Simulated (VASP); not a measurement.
Wanted: the native input for a VASP 6.6.1 run.

```yaml
Task: single point
Functional: r2SCAN
Potentials_or_basis: VASP PAW PBE potentials, release 64 (C, Sn_d)
Cutoff: 520 eV
k_mesh: 8 × 8 × 8
Occupations: fermi-dirac, width 0.02 eV
Spin: no spin polarisation
Dipole_correction: no
Further_INCAR_settings: ALGO = Normal; EDIFF = 1e-07; NBANDS = 21
```

Crystal: SnC3.

```
C Sn
1.0
     1.58246    0.91364    5.22256
    -1.58246    0.91364    5.22256
     0.00000   -1.82727    5.22256
C Sn
3 1
Direct
  0.01426 0.01426 0.01426
  0.47755 0.47755 0.47755
  0.38333 0.38333 0.38333
  0.87486 0.87486 0.87486
```

This cell differs from its parent crystal: volume changed by +3%.

One way to write it, as run:

POSCAR

```
SnC3
1.0
    1.5824629693      0.9136354213      5.2225560802
   -1.5824629693      0.9136354213      5.2225560802
    0.0000000000     -1.8272708426      5.2225560802
C Sn
3 1
Direct
    1.0142625338      0.0142625338      0.0142625338
    0.4775486066      0.4775486066      0.4775486066
    0.3833323660      0.3833323660      0.3833323660
    0.8748564936      0.8748564936      0.8748564936
```

INCAR.step1

```
PREC = Accurate ; ENCUT = 520
ISMEAR = -1 ; SIGMA = 0.02
LREAL = False ; LASPH = True
NELM = 100 ; NBANDS = 21
GGA = PE ; ALGO = Normal
EDIFF = 1E-4 ; LWAVE = True
LCHARG = False
```

INCAR.step2

```
PREC = Accurate ; ENCUT = 520
EDIFF = 1E-7 ; ISMEAR = -1
SIGMA = 0.02 ; LREAL = False
LASPH = True ; NELM = 100
ALGO = Normal ; ISIF = 2
LWAVE = False ; LCHARG = True
METAGGA = R2SCAN ; LMIXTAU = True
LELF = True ; LVHAR = True
NBANDS = 21 ; ISTART = 1
```

KPOINTS

```
regular mesh
0
Gamma
  8 8 8
```

Potentials or basis: VASP PAW PBE potentials, release 64 (C, Sn_d).

The run is started by

```sh
$ cat potpaw_PBE.64/C/POTCAR potpaw_PBE.64/Sn_d/POTCAR > POTCAR
$ cp INCAR.step1 INCAR
$ mpirun -np 1 vasp_std > vasp.out
$ cp INCAR.step2 INCAR
$ mpirun -np 1 vasp_std > vasp.out
```

It gave:

* Pressure: -4.8 GPa
* Largest force: 0.257 eV/Å
* Band gap on the k mesh: zero (band 13 reaches 8.89 eV, above the bottom of band 14 at 8.80 eV)

Caveat: the PAW data sets were made with another functional, which shifts forces and pressure a little; spin-orbit coupling is left out, which moves the levels of the heavy elements.

Wall time 4.8 min on 1 thread of Intel(R) Xeon(R) 6975P-C (Granite Rapids) (shared host), peak memory 0.3 GiB.
